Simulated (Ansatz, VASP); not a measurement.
**C in VASP and in Ansatz**

```
C
1.0
     2.46565    0.00000    0.00000
    -1.23283    2.13532    0.00000
     0.00000    0.00000   17.50007
C
4
Direct
  0.66667 0.33333 0.25714
  0.33333 0.66667 0.25714
  0.66667 0.83333 0.43200
  0.33333 0.16667 0.43200
```

Alike in both runs: task single point; functional PBE; dispersion D3(BJ); k mesh 15 × 15 × 1; occupations gaussian, width 0.1 eV; no spin polarisation.

|  | VASP | Ansatz |
| --- | --- | --- |
| version | VASP 6.6.1 | Ansatz 0.2.0 |
| potentials or method | VASP PAW PBE potentials, release 64 (C), cutoff 520 eV | scalar-relativistic, plane waves, PAW |
| valence electrons in the cell | 16 | 16 |

```csv
,VASP,Ansatz,Ansatz less VASP
gap on the k mesh at the Fermi level (eV),0.37,0.37,0.000
least direct gap on the mesh (eV),0.37,0.37,0.000
rms of the force components (eV/Å),0.065,0.065,-0.0001
```

Atom by atom the forces differ by 0.000 eV/Å (rms over components). Ansatz's warnings: structure snapped to symmetry.
